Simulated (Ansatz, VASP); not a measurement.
## Mg in VASP and in Ansatz

```
Mg
1.0
     3.08090    0.00000    0.00000
    -1.54045    2.66814    0.00000
     0.00000    0.00000    5.00192
Mg
2
Cartesian
  0.0000 1.7788 1.2505
  1.5405 0.8894 3.7514
```

Change from the starting cell: strain -0.040 along x and y, -0.040 along z, atoms carried along.

Alike in both runs: task single point; functional PBEsol; k mesh 18 × 18 × 10; occupations gaussian, width 0.15 eV; no spin polarisation.

|  | VASP | Ansatz |
| --- | --- | --- |
| version | VASP 6.6.1 | Ansatz 0.2.0 |
| potentials or method | VASP PAW PBE potentials, release 64 (Mg), cutoff 520 eV | scalar-relativistic, plane waves, PAW |
| valence electrons in the cell | 4 | 20 |

|  | VASP | Ansatz | Ansatz less VASP |
| --- | --- | --- | --- |
| gap on the k mesh at the Fermi level (eV) | none | none | - |
| pressure (GPa) | 4.1 | 4.1 | 0.00 |
| traceless stress, the component that is largest in VASP (GPa) | -0.18 | -0.17 | +0.005 |

VASP's potentials were made for PBE, not for PBEsol. A gap of «none» marks a metal or a gap that the smearing closes. VASP's potentials hold 4 valence electrons a cell and Ansatz's 20, so a difference there can come from the potentials and not from the codes.
